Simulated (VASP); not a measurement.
# Pb2O: relaxation of cell and atoms with PBEsol

Pb2O:

```xyz
6
Lattice="5.3800 0.0000 0.0000 0.0000 5.3800 0.0000 0.0000 0.0000 5.3800" Properties=species:S:1:pos:R:3 pbc="T T T"
Pb    1.3450    1.3450    1.3450
Pb    4.0350    4.0350    1.3450
Pb    1.3450    4.0350    4.0350
Pb    4.0350    1.3450    4.0350
O     0.0000    0.0000    0.0000
O     2.6900    2.6900    2.6900
```

```
Program                : VASP 6.6.1
Task                   : relaxation of cell and atoms
Functional             : PBEsol
Potentials or basis    : VASP PAW PBE potentials, release 64 (Pb_d, O)
Cutoff                 : 600 eV
k mesh                 : 4 × 4 × 4
Occupations            : fermi-dirac, width 0.15 eV
Spin                   : no spin polarisation
Target pressure        : 20 GPa
Dipole correction      : no
Further INCAR settings : ALGO = Normal; EDIFF = 1e-06; IBRION = 2; EDIFFG = -0.05; NSW = 100; ISIF = 3
```

| Quantity | Value |
| --- | --- |
| Relaxed volume | 20.73 Å³/atom |
| Relaxed cell | a = 4.992 Å, b = 4.992 Å, c = 4.992 Å, α = 90.00°, β = 90.00°, γ = 90.00° |
| Space group after relaxing (to 0.1 Å) | Pn-3m (No. 224) |
| Energy change on relaxing (the run minimises the enthalpy) | +266.9 meV/atom |
| Ionic steps | 5 |
| Pressure after relaxing | 20.1 GPa |
| Band gap on the k mesh | zero (bands 34 and 35 overlap by 0.70 eV) |

The path:
| step | energy change (eV) | largest force (eV/Å) | pressure (GPa) | volume (Å³) |
| --- | --- | --- | --- | --- |
| 1 | 0.0000 | 0.0000 | -0.04 | 155.72 |
| 2 | 10.5660 | 0.0000 | 86.93 | 93.42 |
| 3 | 1.3643 | 0.0000 | 17.97 | 126.38 |
| 4 | 1.5310 | 0.0000 | 19.44 | 124.95 |
| 5 | 1.6013 | 0.0000 | 20.05 | 124.38 |

Final structure:
```
Pb O
1.0
     4.99173    0.00000    0.00000
     0.00000    4.99173    0.00000
     0.00000    0.00000    4.99173
Pb O
4 2
Direct
  0.25000 0.25000 0.25000
  0.75000 0.75000 0.25000
  0.25000 0.75000 0.75000
  0.75000 0.25000 0.75000
  0.00000 0.00000 0.00000
  0.50000 0.50000 0.50000
```

Levels at points of the mesh, in eV from the Fermi level:
| k point | band 32 | band 33 | band 34 | band 35 | band 36 | band 37 |
| --- | --- | --- | --- | --- | --- | --- |
| (0.00, 0.00, 0.00) | -0.07 | -0.07 | -0.07 | 2.44 | 2.44 | 2.44 |
| (0.50, 0.00, 0.00) | -0.94 | -0.75 | -0.75 | 1.55 | 1.55 | 2.10 |
| (0.50, 0.50, 0.00) | -1.06 | -0.32 | -0.32 | 2.11 | 2.11 | 2.20 |
| (0.50, 0.50, 0.50) | -1.36 | -0.77 | -0.77 | -0.77 | 1.42 | 5.64 |

Run time: 13 min on 1 thread of Intel Xeon 8259CL, on a shared host, peak memory 0.34 GiB.

Caveat: the cell is relaxed towards a set pressure, so the run minimises the enthalpy, not the energy; the volume moved by over 15 % at a fixed basis, so the end points are rough; semilocal functionals underestimate gaps, and a narrow one can read as zero; the PAW data sets were made with another functional, which shifts forces and pressure a little; spin-orbit coupling is left out, which moves the levels of the heavy elements.
